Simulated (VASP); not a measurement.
# Si2W3: single point with PBE

Si2W3:

```xyz
10
Lattice="6.6300 0.0000 0.0000 0.0000 6.6300 0.0000 0.0000 0.0000 3.3123" Properties=species:S:1:pos:R:3 pbc="T T T"
Si    0.9812    4.1138    0.0000
Si    5.6488    2.5163    0.0000
Si    4.1138    5.6488    0.0000
Si    2.5163    0.9812    0.0000
W     3.3150    3.3150    0.0000
W     0.0000    0.0000    0.0000
W     4.5494    0.8808    1.6562
W     2.0807    5.7492    1.6562
W     0.8808    2.0807    1.6562
W     5.7492    4.5494    1.6562
```

This cell differs from its parent crystal: atoms displaced along a vibrational mode.

```
Program                : VASP 6.6.1
Task                   : single point
Functional             : PBE
Potentials or basis    : VASP PAW PBE potentials, release 64 (Si, W_sv)
Cutoff                 : 520 eV
k mesh                 : 6 × 6 × 12
Occupations            : gaussian, width 0.15 eV
Spin                   : no spin polarisation
Dipole correction      : no
Further INCAR settings : ALGO = Fast; EDIFF = 1e-06; NBANDS = 61
```

```
Pressure               : 3.6 GPa
Largest force          : 0.814 eV/Å
Band gap on the k mesh : zero (bands 50 and 51 overlap by 1.02 eV)
```

Forces on the atoms (eV/Å):
```
Si  -0.160  0.058  0.000
Si   0.160 -0.058  0.000
Si   0.058  0.160  0.000
Si  -0.058 -0.160  0.000
W    0.000  0.000  0.000
W    0.000  0.000  0.000
W   -0.446  0.682  0.000
W    0.446 -0.682  0.000
W    0.682  0.446  0.000
W   -0.682 -0.446  0.000
```

Stress tensor (GPa, compression positive):
```
 6.16  0.00  0.00
 0.00  6.16  0.00
 0.00  0.00 -1.58
```

Levels at points of the mesh, in eV from the Fermi level:
```
           k point  band 47  band 48  band 49  band 50  band 51  band 52  band 53  band 54
(0.00, 0.00, 0.00)    -0.93    -0.85    -0.62    -0.62    -0.27     0.09     0.89     0.89
(0.50, 0.00, 0.00)    -1.37    -1.26    -0.68    -0.65    -0.32    -0.03     0.01     0.23
(0.50, 0.50, 0.00)    -1.67    -1.47    -0.39    -0.39     0.11     0.11     0.17     0.21
(0.00, 0.00, 0.50)    -1.92    -1.51    -1.34    -0.66     1.47     1.51     1.74     1.85
(0.50, 0.00, 0.50)    -0.75    -0.67    -0.15     0.06     0.54     1.51     1.54     1.77
(0.50, 0.50, 0.50)    -1.00     0.46     0.46     0.46     0.51     1.67     1.70     1.70
```

Wall time 7.7 min on 1 thread of Intel(R) Xeon(R) 6975P-C (Granite Rapids), on a shared host, peak memory 0.57 GiB.

Caveat: the cell differs from its parent crystal (atoms displaced along a vibrational mode); the stress differs along the axes, from -2 to 6 GPa; spin-orbit coupling is left out, which moves the levels of the heavy elements.
